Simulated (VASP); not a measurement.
A run of VASP 6.6.1:

File INCAR:

```
PREC = Accurate
ENCUT = 520
EDIFF = 1E-6
ISMEAR = -1
SIGMA = 0.15
LREAL = F
LASPH = T
NELM = 60
ALGO = Normal
ISIF = 2
LWAVE = F
LCHARG = F
GGA = PS
NBANDS = 18
```

File KPOINTS:

```
Automatic mesh
0
Gamma
  12 12 6
```

File POSCAR:

```
Cu
1.0
    2.5182818101      0.0000000000      0.0000000000
   -1.2591409051      2.1808960215      0.0000000000
    0.0000000000      0.0000000000      4.1269414683
Cu
2
Direct
    0.3333333333      0.6666666667      0.2500000000
    0.6666666667      0.3333333333      0.7500000000
```

Potentials or basis: VASP PAW PBE potentials, release 64 (Cu).

The run is started by

```bash
$ cat potpaw_PBE.64/Cu/POTCAR > POTCAR
$ mpirun -np 1 vasp_std > vasp.out
```

Hardware: 1 thread of Intel(R) Xeon(R) Platinum 8488C (Sapphire Rapids) (shared host).

Q: How long does it take, and how much memory?

A: It took 16 s on 1 thread of Intel(R) Xeon(R) Platinum 8488C (Sapphire Rapids) (shared host), peak memory 0.14 GiB. Counts: scf iterations 12, k points 76.
